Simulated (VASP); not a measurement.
# BP (a.bA) (F-43m) in VASP: further runs

BP (a.bA) is run at these levels: PBEsol; tasks: single point, relaxation of cell and atoms.

All numbers are computed with VASP 6.6.1; they aren't measurements. Logs are shortened: lines on timing, memory, paths and dates and some standing lists are left out, and cuts for length are marked.

## (1) The cell of the first run

The structure is cubic, space group F-43m (No. 216). The conventional cell has a = 4.520 Å, b = 4.520 Å, c = 4.520 Å, α = 90.00°, β = 90.00°, γ = 90.00°. B (site symmetry -43m) has 4 P at 1.96 Å within 2.6 Å. Within 2.6 Å of P (site symmetry -43m) lie 4 B at 1.96 Å.

## (2) Single point, PBEsol

Contents of INCAR:

```
PREC = Accurate
ENCUT = 500
EDIFF = 1E-6
ISMEAR = 0
SIGMA = 0.1
LREAL = False
LASPH = True
NELM = 120
ALGO = Normal
ISIF = 2
LWAVE = False
LCHARG = False
GGA = PS
NBANDS = 11
GGA_COMPAT = False
```

Contents of KPOINTS:

```
Automatic mesh
0
Gamma
  8 8 8
```

Contents of POSCAR:

```
BP
1.0
    0.0000000000      2.2600000000      2.2600000000
    2.2600000000      0.0000000000      2.2600000000
    2.2600000000      2.2600000000      0.0000000000
B P
1 1
Direct
    0.0000000000      0.0000000000      0.0000000000
    0.2500000000      0.2500000000      0.2500000000
```

Potentials or basis: VASP PAW PBE potentials, release 64 (B, P).

Launch:

```console
$ cat potpaw_PBE.64/B/POTCAR potpaw_PBE.64/P/POTCAR > POTCAR
$ mpirun -np 1 vasp_std > vasp.out
```

OUTCAR:

```text
PREC = Accurate
   ENCUT = 500
   EDIFF = 1E-6
   ISMEAR = 0
   LREAL = False
   LASPH = True
   NELM = 120
   ISIF = 2
   GGA = PS

 ion  position               nearest neighbor table
   1  0.000  0.000  0.000-   2 1.96   2 1.96   2 1.96   2 1.96
   2  0.250  0.250  0.250-   1 1.96   1 1.96   1 1.96   1 1.96

  LATTYP: Found a face centered cubic cell.
 ALAT       =     4.5200000000

  Lattice vectors:

 A1 = (   0.0000000000,   2.2600000000,   2.2600000000)
 A2 = (   2.2600000000,   0.0000000000,   2.2600000000)
 A3 = (   2.2600000000,   2.2600000000,   0.0000000000)

Analysis of symmetry for initial positions (statically):
=====================================================================
 Subroutine PRICEL returns:
 Original cell was already a primitive cell.

 Routine SETGRP: Setting up the symmetry group for a
 face centered cubic supercell.

 Subroutine GETGRP returns: Found 24 space group operations
 (whereof 24 operations were pure point group operations)
 out of a pool of 48 trial point group operations.

The static configuration has the point symmetry T_d .

Analysis of symmetry for dynamics (positions and initial velocities):
=====================================================================
 Subroutine PRICEL returns:
 Original cell was already a primitive cell.

 Routine SETGRP: Setting up the symmetry group for a
 face centered cubic supercell.

 Subroutine GETGRP returns: Found 24 space group operations
 (whereof 24 operations were pure point group operations)
 out of a pool of 48 trial point group operations.

The dynamic configuration has the point symmetry T_d .

 Subroutine INISYM returns: Found 24 space group operations
 (whereof 24 operations are pure point group operations),
 and found     1 'primitive' translations

----------------------------------------------------------------------------------------

                                     Primitive cell

  volume of cell :      23.0864

  direct lattice vectors                    reciprocal lattice vectors
     0.000000000  2.260000000  2.260000000    -0.221238938  0.221238938  0.221238938
     2.260000000  0.000000000  2.260000000     0.221238938 -0.221238938  0.221238938
     2.260000000  2.260000000  0.000000000     0.221238938  0.221238938 -0.221238938

  length of vectors
     3.196122651  3.196122651  3.196122651     0.383197081  0.383197081  0.383197081

  position of ions in fractional coordinates (direct lattice)
     0.000000000  0.000000000  0.000000000
     0.250000000  0.250000000  0.250000000

  ion indices of the primitive-cell ions
   primitive index   ion index
                 1           1
                 2           2

----------------------------------------------------------------------------------------

 KPOINTS: Automatic mesh

Automatic generation of k-mesh.
 Grid dimensions read from file:
 generate k-points for:    8    8    8

 Generating k-lattice:

  Cartesian coordinates                     Fractional coordinates (reciprocal lattice)
    -0.027654867  0.027654867  0.027654867     0.125000000  0.000000000  0.000000000
     0.027654867 -0.027654867  0.027654867     0.000000000  0.125000000  0.000000000
     0.027654867  0.027654867 -0.027654867     0.000000000  0.000000000  0.125000000

  Length of vectors
     0.047899635  0.047899635  0.047899635

  Shift w.r.t. Gamma in fractional coordinates (k-lattice)
     0.000000000  0.000000000  0.000000000

 Subroutine IBZKPT returns following result:
 ===========================================

 Found     29 irreducible k-points:

 Following reciprocal coordinates:
            Coordinates               Weight
  0.000000  0.000000  0.000000      1.000000
  0.125000  0.000000  0.000000      8.000000
  0.250000  0.000000  0.000000      8.000000
  0.375000  0.000000  0.000000      8.000000
  0.500000  0.000000  0.000000      4.000000
  0.125000  0.125000  0.000000      6.000000
[... 16 lines left out ...]
  0.500000  0.250000  0.125000     48.000000
 -0.375000  0.250000  0.125000     24.000000
 [... further k-points ...]
   k-points           NKPTS =     29   k-points in BZ     NKDIM =     29   number of bands    NBANDS=     11
   number of dos      NEDOS =    301   number of ions     NIONS =      2
   total plane-waves  NPLWV =  13824
   dimension x,y,z NGX =    24 NGY =   24 NGZ =   24
   dimension x,y,z NGXF=    48 NGYF=   48 NGZF=   48
   ions per type =               1   1
   NGX,Y,Z   is equivalent  to a cutoff of  12.48, 12.48, 12.48 a.u.
   NGXF,Y,Z  is equivalent  to a cutoff of  24.97, 24.97, 24.97 a.u.
 SYSTEM =  unknown system
   PREC   = accura    normal or accurate (medium, high low for compatibility)
   ISTART =      0    job   : 0-new  1-cont  2-samecut
   ICHARG =      2    charge: 1-file 2-atom 10-const
   ISPIN  =      1    spin polarized calculation?
   LNONCOLLINEAR =      F non collinear calculations
   LSORBIT =      F    spin-orbit coupling
   LASPH  =      T    aspherical Exc in radial PAW
   ENCUT  =  500.0 eV  36.75 Ry    6.06 a.u.   5.83  5.83  5.83*2*pi/ulx,y,z
   NELM   =    120;   NELMIN=  2; NELMDL= -5     # of ELM steps
   EDIFF  = 0.1E-05   stopping-criterion for ELM
   LREAL  =      F    real-space projection
   EDIFFG = 0.1E-04   stopping-criterion for IOM
   NSW    =      0    number of steps for IOM
   IBRION =     -1    ionic relax: 0-MD 1-quasi-New 2-CG
   NFREE  =      0    steps in history (QN), initial steepest desc. (CG)
   ISIF   =      2    stress and relaxation
   ISYM   =      2    0-nonsym 1-usesym 2-fastsym
   POTIM  = 0.5000    time-step for ionic-motion
   TEBEG  =    0.0;   TEEND  =   0.0 temperature during run
   PSTRESS=    0.0 pullay stress
   NELECT =       8.0000    total number of electrons
   NUPDOWN=      -1.0000    fix difference up-down
   EMIN   =  10.00;   EMAX   =-10.00  energy-range for DOS
   EFERMI =   0.00;   METHOD = LEGACY
   ISMEAR =     0;   SIGMA  =   0.10  broadening in eV -4-tet -1-fermi 0-gaus
   EFERMI_NEDOS =   21; number of points for ismear=-14 and -15
   IALGO  =     38    algorithm
   IMIX   =      4    mixing-type and parameters
     AMIX     =   0.40;   BMIX     =  1.00
     AMIX_MAG =   1.60;   BMIX_MAG =  1.00
  volume/ion in A,a.u.               =      11.54        77.90
  Fermi-wavevector in a.u.,A,eV,Ry     =   1.149881  2.172961 17.989994  1.322227
  Thomas-Fermi vector in A             =   2.286549
   LORBIT       =      0    0 simple, 1 ext, 2 COOP (PROOUT), +10 PAW based schemes
   GGA     = PS    functional components
   LHFCALC =     F    Hartree Fock is set to
   AEXX    =    0.0000 exact exchange contribution
   IVDW    =     0    specifies the selected vdW correction
   LEPSILON=     F    determine dielectric tensor
   LRPA    =     F    only Hartree local field effects (RPA)
 non-spin polarized calculation
 Gauss-broadening in eV      SIGMA  =   0.10
  energy-cutoff  :      500.00
  volume of cell :       23.09
 maximum number of plane-waves:       604
   NGX = 11   NGY = 11   NGZ = 11

 number of electron       8.0000001 magnetization

 Free energy of the ion-electron system (eV)
  ---------------------------------------------------
  ext. energy  EPLUGINS =         0.00000000
  ---------------------------------------------------
  free energy    TOTEN  =       -13.67124570 eV

  energy without entropy =      -13.67124570  energy(sigma->0) =      -13.67124570

 E-fermi :   8.0032     XC(G=0): -11.0957

 val. band max:        7.5482609146   @ k =   0.0000   0.0000   0.0000
 cond. band min:       8.6969853702   @ k =   0.3750   0.3750   0.0000
 fundamental gap:      1.1487244557
 Fermi energy:         8.0032304670

 k-point     1 :       0.0000    0.0000    0.0000
  band No.  band energies     occupation
      1      -8.0573      2.00000
      2       7.5483      2.00000
      3       7.5483      2.00000
      4       7.5483      2.00000
      5      10.9222      0.00000
      6      10.9222      0.00000
      7      10.9222      0.00000
      8      15.0719      0.00000
      9      18.8722      0.00000
     10      19.7043      0.00000
     11      19.7043      0.00000

 k-point     2 :       0.1250    0.0000    0.0000
  band No.  band energies     occupation
      1      -7.7726      2.00000
      2       5.6647      2.00000
      3       7.1105      2.00000
      4       7.1105      2.00000
      5      11.4717      0.00000
      6      11.5253      0.00000
      7      11.5253      0.00000
      8      15.8328      0.00000
      9      18.7435      0.00000
     10      18.7435      0.00000
     11      19.7297      0.00000

 k-point     3 :       0.2500    0.0000    0.0000
  band No.  band energies     occupation
      1      -6.9362      2.00000
      2       2.6331      2.00000
      3       6.4119      2.00000
      4       6.4119      2.00000
      5      11.5570      0.00000
      6      12.2930      0.00000
      7      12.2930      0.00000
      8      17.1760      0.00000
      9      18.4744      0.00000
     10      18.4744      0.00000
     11      20.4658      0.00000

 k-point     4 :       0.3750    0.0000    0.0000
  band No.  band energies     occupation
      1      -5.6507      2.00000
      2      -0.1338      2.00000
      3       5.9308      2.00000
      4       5.9308      2.00000
      5      11.4166      0.00000
      6      12.3231      0.00000
      7      12.3231      0.00000
      8      17.5918      0.00000
      9      20.1735      0.00000
     10      20.1735      0.00000
     11      21.3158      0.00000
[... 239 lines left out ...]
 k-point    22 :       0.3750    0.2500    0.1250
  band No.  band energies     occupation
      1      -6.2025      2.00000
      2       2.5780      2.00000
      3       3.6689      2.00000
      4       5.5369      2.00000
      5      10.9501      0.00000
      6      13.4936      0.00000
      7      13.7389      0.00000
      8      15.0973      0.00000
      9      19.1689      0.00000
     10      21.4398      0.00000
     11      23.1766      0.00000

 k-point    23 :       0.5000    0.2500    0.1250
  band No.  band energies     occupation
      1      -4.9479      2.00000
      2       0.3641      2.00000
      3       3.0240      2.00000
      4       4.7439      2.00000
      5      11.5780      0.00000
      6      12.9871      0.00000
      7      14.8561      0.00000
      8      15.9051      0.00000
      9      19.9759      0.00000
     10      20.9607      0.00000
     11      24.5866      0.00000

 k-point    24 :      -0.3750    0.2500    0.1250
  band No.  band energies     occupation
      1      -3.9936      2.00000
      2      -1.0252      2.00000
      3       2.9517      2.00000
      4       4.3632      2.00000
      5      11.6475      0.00000
      6      12.7225      0.00000
      7      15.8991      0.00000
      8      17.3441      0.00000
      9      17.9601      0.00000
     10      22.0004      0.00000
     11      24.3074      0.00000

 [... further k-points ...]

------------------------ aborting loop because EDIFF is reached ----------------------------------------

  FORCE on cell =-STRESS in cart. coord.  units (eV):
  Direction    XX          YY          ZZ          XY          YZ          ZX
  --------------------------------------------------------------------------------------
  -------------------------------------------------------------------------------------
  Total        0.0208154      0.0208154      0.0208154     -0.0000000      0.0000000     -0.0000000
  in kB        1.4445715      1.4445715      1.4445715     -0.0000000      0.0000000     -0.0000000
  external PRESSURE =       1.4445715 kB  Pullay stress =       0.0000000 kB

 VOLUME and BASIS-vectors are now :
 -----------------------------------------------------------------------------
  energy-cutoff  :      500.00
  volume of cell :       23.09
      direct lattice vectors                 reciprocal lattice vectors
     0.000000000  2.260000000  2.260000000    -0.221238938  0.221238938  0.221238938
     2.260000000  0.000000000  2.260000000     0.221238938 -0.221238938  0.221238938
     2.260000000  2.260000000  0.000000000     0.221238938  0.221238938 -0.221238938

 POSITION                                       TOTAL-FORCE (eV/Angst)
 -----------------------------------------------------------------------------------
      0.00000      0.00000      0.00000         0.000000      0.000000     -0.000000
      1.13000      1.13000      1.13000        -0.000000     -0.000000      0.000000
 -----------------------------------------------------------------------------------
    total drift:                                0.000000      0.000000      0.000000

  FREE ENERGIE OF THE ION-ELECTRON SYSTEM (eV)
  ---------------------------------------------------
  free  energy   TOTEN  =       -13.6712457000 eV

  energy  without entropy=      -13.6712457000  energy(sigma->0) =      -13.67124570
```

It took 4.1 s on 1 thread of Intel Xeon Platinum 8488C (Sapphire Rapids), shared host; peak memory 0.13 GiB.

What came out:

```yaml
Free_energy: -13.6712 eV
Pressure: 0.1 GPa
Band_gap_on_the_k_mesh: 1.15 eV, indirect (least direct gap 3.37 eV)
```

Caveat: the PAW data sets were made with another functional, which shifts forces and pressure a little.

## (3) Single point, PBEsol

Contents of INCAR:

```
SYSTEM = BP
PREC = Accurate
ENCUT = 500
EDIFF = 1E-6
ISMEAR = 0
SIGMA = 0.02
LREAL = .FALSE.
LASPH = .TRUE.
NELM = 120
ALGO = Normal
ISIF = 2
LWAVE = .FALSE.
LCHARG = .FALSE.
GGA = PS
NBANDS = 11
GGA_COMPAT = .FALSE.
```

Contents of KPOINTS:

```
Automatic mesh
0
G
  10 10 10
  0 0 0
```

POSCAR is that of step 2.

Potentials or basis: VASP PAW PBE potentials, release 64 (B, P).

Launch:

```console
$ cat potpaw_PBE.64/B/POTCAR potpaw_PBE.64/P/POTCAR > POTCAR
$ mpirun -np 1 vasp_std > vasp.out
```

It took 5.9 s on 1 thread of Intel Xeon Platinum 8488C (Sapphire Rapids), shared host; peak memory 0.13 GiB.

It converged, with:

```
Free energy            : -13.6733 eV
Pressure               : 0.1 GPa
Band gap on the k mesh : 1.12 eV, indirect (least direct gap 3.37 eV)
```

Levels at points of the mesh, in eV from the valence-band top:
| k point | band 2 | band 3 | band 4 | band 5 | band 6 | band 7 |
| --- | --- | --- | --- | --- | --- | --- |
| (0.00, 0.00, 0.00) | 0.00 | 0.00 | 0.00 | 3.37 | 3.37 | 3.37 |
| (0.50, 0.00, 0.00) | -9.18 | -1.78 | -1.78 | 3.80 | 4.66 | 4.66 |
| (0.50, 0.50, 0.00) | -8.66 | -4.19 | -4.19 | 1.20 | 1.51 | 12.21 |

Caveat: the PAW data sets were made with another functional, which shifts forces and pressure a little. A k mesh can miss the band edges.

[end of part 1 of 2]
